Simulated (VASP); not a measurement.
# Cu (P6/mmm) in VASP: further runs

Runs on Cu. Level: PBE. Tasks: single point.

Program: VASP 6.6.1. These are calculated values, not measurements. Logs are shortened: lines on timing, memory, paths and dates and some standing lists are left out, and cuts for length are marked.

## (1) The cell of the first run

Symmetry: P6/mmm, No. 191, hexagonal system. The conventional cell has a = 2.200 Å, b = 2.200 Å, c = 2.111 Å, α = 90.00°, β = 90.00°, γ = 120.00°. Cu (site symmetry 6/mmm) has 8 Cu at 2.11 to 2.20 Å within 2.8 Å.

## (2) Single point, PBE (volume scaled by 0.68)

The input, INCAR:

```
SYSTEM = Cu
PREC = Accurate ; ENCUT = 520
EDIFF = 1E-6 ; ISMEAR = -1
SIGMA = 0.05 ; LREAL = .FALSE.
LASPH = .TRUE. ; NELM = 100
ALGO = Normal ; ISIF = 2
LWAVE = .FALSE. ; LCHARG = .TRUE.
GGA = PE ; LELF = .TRUE.
LVHAR = .TRUE. ; NBANDS = 12
```

The input, KPOINTS:

```
regular mesh
0
G
  17 17 16
  0 0 0
```

The input, POSCAR:

```
Cu
1.0
    2.1999147258      0.0000000000      0.0000000000
   -1.0999573629      1.9051820387      0.0000000000
    0.0000000000      0.0000000000      2.1109350335
Cu
1
Direct
    0.0000000000      0.0000000000      0.0000000000
```

Potentials or basis: VASP PAW PBE potentials, release 64 (Cu).

Launch:

```bash
$ cat potpaw_PBE.64/Cu/POTCAR > POTCAR
$ mpirun -np 1 vasp_std > vasp.out
```

OUTCAR:

```text
SYSTEM = Cu
   PREC = Accurate
   ENCUT = 520
   EDIFF = 1E-6
   ISMEAR = -1
   LREAL = .FALSE.
   LASPH = .TRUE.
   NELM = 100
   ISIF = 2
   GGA = PE

 ion  position               nearest neighbor table
   1  0.000  0.000  0.000-

  LATTYP: Found a hexagonal cell.
 ALAT       =     2.1999147258
 C/A-ratio  =     0.9595531176

  Lattice vectors:

 A1 = (   2.1999147258,   0.0000000000,   0.0000000000)
 A2 = (  -1.0999573629,   1.9051820387,   0.0000000000)
 A3 = (   0.0000000000,   0.0000000000,   2.1109350335)

Analysis of symmetry for initial positions (statically):
=====================================================================
 Subroutine PRICEL returns:
 Original cell was already a primitive cell.

 Routine SETGRP: Setting up the symmetry group for a
 hexagonal supercell.

 Subroutine GETGRP returns: Found 24 space group operations
 (whereof 24 operations were pure point group operations)
 out of a pool of 24 trial point group operations.

The static configuration has the point symmetry D_6h.

Analysis of symmetry for dynamics (positions and initial velocities):
=====================================================================
 Subroutine PRICEL returns:
 Original cell was already a primitive cell.

 Routine SETGRP: Setting up the symmetry group for a
 hexagonal supercell.

 Subroutine GETGRP returns: Found 24 space group operations
 (whereof 24 operations were pure point group operations)
 out of a pool of 24 trial point group operations.

The dynamic configuration has the point symmetry D_6h.

 Subroutine INISYM returns: Found 24 space group operations
 (whereof 24 operations are pure point group operations),
 and found     1 'primitive' translations

----------------------------------------------------------------------------------------

                                     Primitive cell

  volume of cell :       8.8474

  direct lattice vectors                    reciprocal lattice vectors
     2.199914726  0.000000000  0.000000000     0.454563074  0.262442113  0.000000000
    -1.099957363  1.905182039  0.000000000     0.000000000  0.524884226  0.000000000
     0.000000000  0.000000000  2.110935034     0.000000000  0.000000000  0.473723722

  length of vectors
     2.199914726  2.199914726  2.110935034     0.524884226  0.524884226  0.473723722

  position of ions in fractional coordinates (direct lattice)
     0.000000000  0.000000000  0.000000000

  ion indices of the primitive-cell ions
   primitive index   ion index
                 1           1

----------------------------------------------------------------------------------------

 KPOINTS: regular mesh

Automatic generation of k-mesh.
 Grid dimensions read from file:
 generate k-points for:   17   17   16

 Generating k-lattice:

  Cartesian coordinates                     Fractional coordinates (reciprocal lattice)
     0.026739004  0.015437771  0.000000000     0.058823529 -0.000000000  0.000000000
     0.000000000  0.030875543  0.000000000     0.000000000  0.058823529  0.000000000
     0.000000000  0.000000000  0.029607733     0.000000000  0.000000000  0.062500000

  Length of vectors
     0.030875543  0.030875543  0.029607733

  Shift w.r.t. Gamma in fractional coordinates (k-lattice)
     0.000000000  0.000000000  0.000000000

 Subroutine IBZKPT returns following result:
 ===========================================

 Found    297 irreducible k-points:

 Following reciprocal coordinates:
            Coordinates               Weight
  0.000000  0.000000  0.000000      1.000000
  0.058824  0.000000  0.000000      6.000000
  0.117647  0.000000  0.000000      6.000000
  0.176471 -0.000000  0.000000      6.000000
  0.235294  0.000000  0.000000      6.000000
  0.294118 -0.000000  0.000000      6.000000
[... 16 lines left out ...]
  0.411765  0.117647  0.000000     12.000000
  0.176471  0.176471  0.000000      6.000000
 [... further k-points ...]
   k-points           NKPTS =    297   k-points in BZ     NKDIM =    297   number of bands    NBANDS=     12
   number of dos      NEDOS =    301   number of ions     NIONS =      1
   total plane-waves  NPLWV =   4096
   dimension x,y,z NGX =    16 NGY =   16 NGZ =   16
   dimension x,y,z NGXF=    32 NGYF=   32 NGZF=   32
   ions per type =               1
   NGX,Y,Z   is equivalent  to a cutoff of  12.09, 12.09, 12.60 a.u.
   NGXF,Y,Z  is equivalent  to a cutoff of  24.18, 24.18, 25.20 a.u.
 SYSTEM =  Cu
   PREC   = accura    normal or accurate (medium, high low for compatibility)
   ISTART =      0    job   : 0-new  1-cont  2-samecut
   ICHARG =      2    charge: 1-file 2-atom 10-const
   ISPIN  =      1    spin polarized calculation?
   LNONCOLLINEAR =      F non collinear calculations
   LSORBIT =      F    spin-orbit coupling
   LASPH  =      T    aspherical Exc in radial PAW
   ENCUT  =  520.0 eV  38.22 Ry    6.18 a.u.   4.09  4.09  3.92*2*pi/ulx,y,z
   NELM   =    100;   NELMIN=  2; NELMDL= -5     # of ELM steps
   EDIFF  = 0.1E-05   stopping-criterion for ELM
   LREAL  =      F    real-space projection
   EDIFFG = 0.1E-04   stopping-criterion for IOM
   NSW    =      0    number of steps for IOM
   IBRION =     -1    ionic relax: 0-MD 1-quasi-New 2-CG
   NFREE  =      0    steps in history (QN), initial steepest desc. (CG)
   ISIF   =      2    stress and relaxation
   ISYM   =      2    0-nonsym 1-usesym 2-fastsym
   POTIM  = 0.5000    time-step for ionic-motion
   TEBEG  =    0.0;   TEEND  =   0.0 temperature during run
   PSTRESS=    0.0 pullay stress
   NELECT =      11.0000    total number of electrons
   NUPDOWN=      -1.0000    fix difference up-down
   EMIN   =  10.00;   EMAX   =-10.00  energy-range for DOS
   EFERMI =   0.00;   METHOD = LEGACY
   ISMEAR =    -1;   SIGMA  =   0.05  broadening in eV -4-tet -1-fermi 0-gaus
   EFERMI_NEDOS =   21; number of points for ismear=-14 and -15
   IALGO  =     38    algorithm
   IMIX   =      4    mixing-type and parameters
     AMIX     =   0.40;   BMIX     =  1.00
     AMIX_MAG =   1.60;   BMIX_MAG =  1.00
  volume/ion in A,a.u.               =       8.85        59.71
  Fermi-wavevector in a.u.,A,eV,Ry     =   1.760354  3.326587 42.162359  3.098846
  Thomas-Fermi vector in A             =   2.829136
   LORBIT       =      0    0 simple, 1 ext, 2 COOP (PROOUT), +10 PAW based schemes
   GGA     = PE    functional components
   LHFCALC =     F    Hartree Fock is set to
   AEXX    =    0.0000 exact exchange contribution
   IVDW    =     0    specifies the selected vdW correction
   LEPSILON=     F    determine dielectric tensor
   LRPA    =     F    only Hartree local field effects (RPA)
 non-spin polarized calculation
  energy-cutoff  :      520.00
  volume of cell :        8.85
 maximum number of plane-waves:       254
   NGX =  9   NGY =  9   NGZ =  7

 number of electron      10.9999999 magnetization

 Free energy of the ion-electron system (eV)
  ---------------------------------------------------
  ext. energy  EPLUGINS =         0.00000000
  ---------------------------------------------------
  free energy    TOTEN  =        -2.40147004 eV

  energy without entropy =       -2.40014988  energy(sigma->0) =       -2.40080996

 E-fermi :  11.8319     XC(G=0): -14.4394

 val. band max:       11.7913189141   @ k =   0.1765   0.0588   0.4375
 cond. band min:      11.8341208079   @ k =   0.1765  -0.0000   0.5000
 fundamental gap:      0.0428018937
 Fermi energy:        11.8319041919

 k-point     1 :       0.0000    0.0000    0.0000
  band No.  band energies     occupation
      1       0.0828      2.00000
      2       5.5183      2.00000
      3       7.6418      2.00000
      4       7.6418      2.00000
      5      10.0495      2.00000
      6      10.0495      2.00000
      7      33.1888      0.00000
      8      37.1098      0.00000
      9      39.0360      0.00000
     10      42.1850      0.00000
     11      42.1850      0.00000
     12      44.1327      0.00000

 k-point     2 :       0.0588    0.0000    0.0000
  band No.  band energies     occupation
      1       0.2385      2.00000
      2       5.5580      2.00000
      3       7.5755      2.00000
      4       7.7177      2.00000
      5       9.9931      2.00000
      6      10.0394      2.00000
      7      33.4066      0.00000
      8      36.3619      0.00000
      9      38.9488      0.00000
     10      40.6006      0.00000
     11      40.6199      0.00000
     12      45.8655      0.00000

 k-point     3 :       0.1176    0.0000    0.0000
  band No.  band energies     occupation
      1       0.6975      2.00000
      2       5.6700      2.00000
      3       7.3971      2.00000
      4       7.9390      2.00000
      5       9.8348      2.00000
      6      10.0105      2.00000
      7      33.9926      0.00000
      8      34.0471      0.00000
      9      38.4888      0.00000
     10      38.5376      0.00000
     11      39.8669      0.00000
     12      48.4123      0.00000

 k-point     4 :       0.1765   -0.0000    0.0000
  band No.  band energies     occupation
      1       1.4308      2.00000
      2       5.8282      2.00000
      3       7.1726      2.00000
      4       8.2854      2.00000
      5       9.6031      2.00000
      6       9.9670      2.00000
      7      30.8295      0.00000
      8      35.0750      0.00000
      9      36.5079      0.00000
     10      38.1212      0.00000
     11      39.8205      0.00000
     12      51.0761      0.00000

 k-point     5 :       0.2353    0.0000    0.0000
  band No.  band energies     occupation
      1       2.3748      2.00000
      2       5.9635      2.00000
      3       7.0394      2.00000
      4       8.7225      2.00000
      5       9.3359      2.00000
      6       9.9147      2.00000
      7      27.5604      0.00000
      8      34.7276      0.00000
      9      36.4410      0.00000
     10      37.8164      0.00000
     11      39.9118      0.00000
     12      53.6726      0.00000

 k-point     6 :       0.2941   -0.0000    0.0000
  band No.  band energies     occupation
      1       3.3897      2.00000
      2       5.9880      2.00000
      3       7.2102      2.00000
      4       9.0717      2.00000
      5       9.2011      2.00000
      6       9.8610      2.00000
      7      24.4171      0.00000
      8      33.1939      0.00000
      9      37.5877      0.00000
     10      38.0890      0.00000
     11      40.0780      0.00000
     12      53.9891      0.00000

 k-point     7 :       0.3529   -0.0000    0.0000
  band No.  band energies     occupation
      1       4.1964      2.00000
      2       6.0078      2.00000
      3       7.7993      2.00000
      4       8.8439      2.00000
      5       9.6578      2.00000
      6       9.8129      2.00000
      7      21.5310      0.00000
      8      31.9596      0.00000
      9      37.4185      0.00000
     10      39.9602      0.00000
     11      40.3044      0.00000
     12      51.5178      0.00000

 k-point     8 :       0.4118   -0.0000    0.0000
  band No.  band energies     occupation
      1       4.5553      2.00000
      2       6.1452      2.00000
      3       8.6779      2.00000
      4       8.7660      2.00000
      5       9.7769      2.00000
      6      10.0208      2.00000
      7      19.0843      0.00000
      8      31.0855      0.00000
      9      37.3046      0.00000
     10      40.5426      0.00000
     11      41.9851      0.00000
     12      49.1377      0.00000
[... 166 lines left out ...]
 k-point    20 :       0.2353    0.1176    0.0000
  band No.  band energies     occupation
      1       3.7930      2.00000
      2       6.1234      2.00000
      3       6.7935      2.00000
      4       9.0565      2.00000
      5       9.6715      2.00000
      6       9.7761      2.00000
      7      24.6921      0.00000
      8      28.9511      0.00000
      9      38.6444      0.00000
     10      39.9731      0.00000
     11      42.5781      0.00000
     12      51.0602      0.00000

 k-point    21 :       0.2941    0.1176    0.0000
  band No.  band energies     occupation
      1       4.6044      2.00000
      2       6.0816      2.00000
      3       7.2125      2.00000
      4       8.8667      2.00000
      5       9.7083      2.00000
      6      10.3646      2.00000
      7      21.7930      0.00000
      8      27.9516      0.00000
      9      40.3480      0.00000
     10      40.5046      0.00000
     11      42.1772      0.00000
     12      51.6821      0.00000

 k-point    22 :       0.3529    0.1176    0.0000
  band No.  band energies     occupation
      1       4.9352      2.00000
      2       6.1943      2.00000
      3       7.8477      2.00000
      4       8.7285      2.00000
      5       9.6572      2.00000
      6      11.1597      2.00000
      7      19.2872      0.00000
      8      27.2468      0.00000
      9      40.7650      0.00000
     10      41.8121      0.00000
     11      42.5334      0.00000
     12      49.4315      0.00000

 k-point    23 :       0.4118    0.1176    0.0000
  band No.  band energies     occupation
      1       4.9818      2.00000
      2       6.3109      2.00000
      3       8.3308      2.00000
      4       8.6559      2.00000
      5       9.6298      2.00000
      6      11.9104      0.34445
      7      17.5936      0.00000
      8      26.8779      0.00000
      9      41.1340      0.00000
     10      41.5214      0.00000
     11      44.5928      0.00000
     12      47.2671      0.00000

 k-point    24 :       0.1765    0.1765    0.0000
  band No.  band energies     occupation
      1       3.7415      2.00000
      2       6.3049      2.00000
      3       6.4694      2.00000
      4       9.1012      2.00000
      5       9.7039      2.00000
      6       9.7552      2.00000
      7      26.1586      0.00000
      8      27.3033      0.00000
      9      38.4789      0.00000
     10      40.0250      0.00000
     11      44.8742      0.00000
     12      48.5915      0.00000

 [... further k-points ...]
[... 5 lines left out ...]
  --------------------------------------------------------------------------------------
  -------------------------------------------------------------------------------------
  Total        6.5771143      6.5771143      6.5434754     -0.0000000     -0.0000000      0.0000000
  in kB     1191.0466739   1191.0466739   1184.9550221     -0.0000000     -0.0000000      0.0000000
  external PRESSURE =    1189.0161233 kB  Pullay stress =       0.0000000 kB

 VOLUME and BASIS-vectors are now :
 -----------------------------------------------------------------------------
  energy-cutoff  :      520.00
  volume of cell :        8.85
      direct lattice vectors                 reciprocal lattice vectors
     2.199914726  0.000000000  0.000000000     0.454563074  0.262442113  0.000000000
    -1.099957363  1.905182039  0.000000000     0.000000000  0.524884226  0.000000000
     0.000000000  0.000000000  2.110935034     0.000000000  0.000000000  0.473723722

 POSITION                                       TOTAL-FORCE (eV/Angst)
 -----------------------------------------------------------------------------------
      0.00000      0.00000      0.00000         0.000000      0.000000      0.000000
 -----------------------------------------------------------------------------------
    total drift:                                0.000000      0.000000      0.000000

  FREE ENERGIE OF THE ION-ELECTRON SYSTEM (eV)
  ---------------------------------------------------
  free  energy   TOTEN  =        -2.4014700365 eV

  energy  without entropy=       -2.4001498844  energy(sigma->0) =       -2.40080996
```

Run time: 15 s. Hardware: 1 thread of Intel Xeon Platinum 8375C at 2.90GHz (Ice Lake), shared host; peak memory 0.14 GiB.

Results:

```yaml
Free_energy: -2.4015 eV
Pressure: 118.9 GPa
```

## (3) Single point, PBE (volume scaled by 0.76)

The input, INCAR:

```
  PREC = Accurate
  ENCUT = 520
  EDIFF = 1E-7
  ISMEAR = -1
  SIGMA = 0.05
  LREAL = False
  LASPH = True
  NELM = 100
  ALGO = Normal
  ISIF = 2
  LWAVE = False
  LCHARG = False
  GGA = PE
  NBANDS = 12
```

The input, KPOINTS:

```
regular mesh
0
Gamma
  17 17 16
```

The input, POSCAR:

```
Cu
1.0
    2.2808046069      0.0000000000      0.0000000000
   -1.1404023034      1.9752347306      0.0000000000
    0.0000000000      0.0000000000      2.1949017144
Cu
1
Direct
    0.0000000000      0.0000000000      0.0000000000
```

Potentials or basis: VASP PAW PBE potentials, release 64 (Cu).

Launch:

```bash
$ cat potpaw_PBE.64/Cu/POTCAR > POTCAR
$ mpirun -np 1 vasp_std > vasp.out
```

It took 36 s on 1 thread of Intel Xeon Platinum 8375C at 2.90GHz (Ice Lake), shared host; peak memory 0.14 GiB.

Results (log left out):

```yaml
Free_energy: -2.9827 eV
Pressure: 64.5 GPa
```

Stress tensor (GPa, compression positive):
```
64.67  0.00  0.00
 0.00 64.67  0.00
 0.00  0.00 64.22
```

Levels at points of the mesh, in eV from the Fermi level:
```csv
k point,band 2,band 3,band 4,band 5,band 6,band 7,band 8,band 9,band 10,band 11
"(0.00, 0.00, 0.00)",-5.51,-3.69,-3.69,-1.67,-1.67,19.94,24.52,25.29,28.27,28.27
"(0.00, 0.00, 0.50)",-3.40,-3.40,-2.98,-2.73,-2.73,2.83,29.77,32.90,32.90,32.98
```

## (4) Single point, PBE (volume scaled by 0.84)

The input, INCAR:

```
PREC     = Accurate       # precision mode
ENCUT    = 520            # plane-wave cutoff, eV
EDIFF    = 1E-6           # SCF threshold, eV
ISMEAR   = -1             # smearing method
SIGMA    = 0.05           # smearing width, eV
LREAL    = F              # projectors in reciprocal space
LASPH    = T              # aspherical terms in the spheres
NELM     = 80             # most SCF steps
ALGO     = Normal         # electronic algorithm
ISIF     = 2              # what is computed and relaxed
LWAVE    = F              # write WAVECAR
LCHARG   = F              # write CHGCAR
GGA      = PE             # functional
NBANDS   = 12             # bands
```

KPOINTS is that of step 3.

The input, POSCAR:

```
Cu
1.0
    2.3556972622      0.0000000000      0.0000000000
   -1.1778486311      2.0400936727      0.0000000000
    0.0000000000      0.0000000000      2.2741441004
Cu
1
Direct
    0.0000000000      0.0000000000      0.0000000000
```

Launch:

```bash
$ cat potpaw_PBE.64/Cu/POTCAR > POTCAR
$ mpirun -np 1 vasp_std > vasp.out
```

Wall time 37 s (1 thread of Intel Xeon Platinum 8375C at 2.90GHz (Ice Lake), shared host); peak memory 0.15 GiB.

It converged, with:

| Quantity | Value |
| --- | --- |
| Free energy | -3.2887 eV |
| Pressure | 32.2 GPa |

Stress tensor (GPa, compression positive):
```
32.32  0.00  0.00
 0.00 32.32  0.00
 0.00  0.00 31.91
```

Levels at points of the mesh, in eV from the Fermi level:
| k point | band 4 | band 5 | band 6 | band 7 | band 8 | band 9 |
| --- | --- | --- | --- | --- | --- | --- |
| (0.00, 0.00, 0.00) | -3.30 | -1.57 | -1.57 | 18.71 | 23.68 | 23.80 |
| (0.00, 0.00, 0.50) | -2.52 | -2.46 | -2.46 | 2.36 | 28.72 | 31.37 |

[end of part 1 of 2]
